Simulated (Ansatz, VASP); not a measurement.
## HfMoC2: VASP beside Ansatz

INCAR

```
SYSTEM = HfMoC2
ALGO = Normal
EDIFF = 1E-6
ENCUT = 520
ISIF = 2
ISMEAR = -1
LASPH = .TRUE.
LCHARG = .TRUE.
LELF = .TRUE.
LREAL = .FALSE.
LVHAR = .TRUE.
LWAVE = .FALSE.
NBANDS = 24
NELM = 100
PREC = Accurate
SIGMA = 0.05
```

Contents of KPOINTS:

```
k-points
0
G
  8 8 6
  0 0 0
```

File POSCAR:

```
HfMoC2
1.0
    3.1262736378      0.0000000000      0.0000000000
    0.0000000000      3.1262736378      0.0000000000
    0.0000000000      0.0000000000      4.3936043497
Hf Mo C
1 1 2
Direct
    0.0000000000      0.0000000000      0.0000000000
    0.5000000000      0.5000000000      0.5000000000
    0.5000000000      0.5000000000      0.0000000000
    0.0000000000      0.0000000000      0.5000000000
```

The input input.yaml:

```yaml
crystal:
  lattice:
    - [3.1262736378, 0.0, 0.0]
    - [0.0, 3.1262736378, 0.0]
    - [0.0, 0.0, 4.3936043497]
  atoms:
    - { symbol: Hf, position: [0.0, 0.0, 0.0] }
    - { symbol: Mo, position: [0.5, 0.5, 0.5] }
    - { symbol: C, position: [0.5, 0.5, 0.0] }
    - { symbol: C, position: [0.0, 0.0, 0.5] }
kpoints:
  mp_grid: { grid: [8, 8, 6] }
scf:
  occupations: { method: fermi_dirac, width: 0.05 }
hamiltonian:
  xc: lda
  pseudopotentials: { kind: all_electron, lapw: { basis_error: 0.002 } }
output:
  forces: true
  stress: true
  eigenvalues: true
```

Change from the starting cell: volume scaled by 0.94.

Alike in both runs: task single point; functional LDA; k mesh 8 × 8 × 6; occupations fermi-dirac, width 0.05 eV; no spin polarisation.

|  | VASP | Ansatz |
| --- | --- | --- |
| version | VASP 6.6.1 | Ansatz 0.2.0 |
| potentials or method | VASP PAW LDA potentials, release 64 (Hf_pv, Mo_sv, C), cutoff 520 eV | all-electron LAPW, scalar-relativistic |

|  | VASP | Ansatz | Ansatz less VASP |
| --- | --- | --- | --- |
| gap on the k mesh at the Fermi level (eV) | none | none | - |
| pressure (GPa) | 4.6 | 3.5 | -1.08 |
| traceless stress, the component that is largest in VASP (GPa) | -3.16 | -3.17 | -0.012 |

LDA's correlation is that of Perdew and Zunger in VASP and of Perdew and Wang (1992) in Ansatz. A gap of «none» marks a metal or a gap that the smearing closes. Ansatz ran all-electron here, and VASP with PAW potentials.

Spin-orbit coupling is off throughout.
